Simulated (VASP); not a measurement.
Wanted: the native input for a VASP 6.6.1 run.

```
Task                   : single point
Functional             : r2SCAN
Potentials or basis    : VASP PAW PBE potentials, release 64 (Rh_pv)
Cutoff                 : 520 eV
k mesh                 : 11 × 11 × 6
Occupations            : fermi-dirac, width 0.05 eV
Spin                   : no spin polarisation
Dipole correction      : no
Further INCAR settings : ALGO = Normal; EDIFF = 1e-07; NBANDS = 22
```

Crystal: Rh.

```
Rh
1.0
     2.67523    0.00000    0.00000
    -1.33761    2.31682    0.00000
     0.00000    0.00000    4.33809
Rh
2
Direct
  0.33333 0.66667 0.25000
  0.66667 0.33333 0.75000
```

These files were run (other wordings do the same):

POSCAR

```
Rh
1.0
    2.6752291329      0.0000000000      0.0000000000
   -1.3376145665      2.3168163901      0.0000000000
    0.0000000000      0.0000000000      4.3380863070
Rh
2
Direct
    0.3333333333      0.6666666667      0.2500000000
    0.6666666667      0.3333333333      0.7500000000
```

INCAR.step1

```
ALGO     = Normal         # electronic algorithm
EDIFF    = 1E-4           # SCF threshold, eV
ENCUT    = 520            # plane-wave cutoff, eV
GGA      = PE             # functional
ISMEAR   = -1             # smearing method
LASPH    = True           # aspherical terms in the spheres
LCHARG   = False          # write CHGCAR
LREAL    = False          # projectors in reciprocal space
LWAVE    = True           # write WAVECAR
NBANDS   = 22             # bands
NELM     = 100            # most SCF steps
PREC     = Accurate       # precision mode
SIGMA    = 0.05           # smearing width, eV
```

INCAR.step2

```
ALGO     = Normal         # electronic algorithm
EDIFF    = 1E-7           # SCF threshold, eV
ENCUT    = 520            # plane-wave cutoff, eV
ISIF     = 2              # what is computed and relaxed
ISMEAR   = -1             # smearing method
ISTART   = 1            
LASPH    = True           # aspherical terms in the spheres
LCHARG   = False          # write CHGCAR
LMIXTAU  = True         
LREAL    = False          # projectors in reciprocal space
LWAVE    = False          # write WAVECAR
METAGGA  = R2SCAN         # meta-GGA
NBANDS   = 22             # bands
NELM     = 100            # most SCF steps
PREC     = Accurate       # precision mode
SIGMA    = 0.05           # smearing width, eV
```

KPOINTS

```
k-points
0
Gamma
  11 11 6
```

Potentials or basis: VASP PAW PBE potentials, release 64 (Rh_pv).

Run with:

```sh
$ cat potpaw_PBE.64/Rh_pv/POTCAR > POTCAR
$ cp INCAR.step1 INCAR
$ mpirun -np 1 vasp_std > vasp.out
$ cp INCAR.step2 INCAR
$ mpirun -np 1 vasp_std > vasp.out
```

Results of the run:

```
Pressure               : 8.4 GPa
Band gap on the k mesh : zero (band 15 reaches 12.91 eV, above the bottom of band 16 at 10.38 eV)
```

Caveat: the PAW data sets were made with another functional, which shifts forces and pressure a little.

It took 89 s on 1 thread of Intel(R) Xeon(R) Platinum 8375C CPU @ 2.90GHz (Ice Lake), with other jobs on the host, peak memory 0.16 GiB.
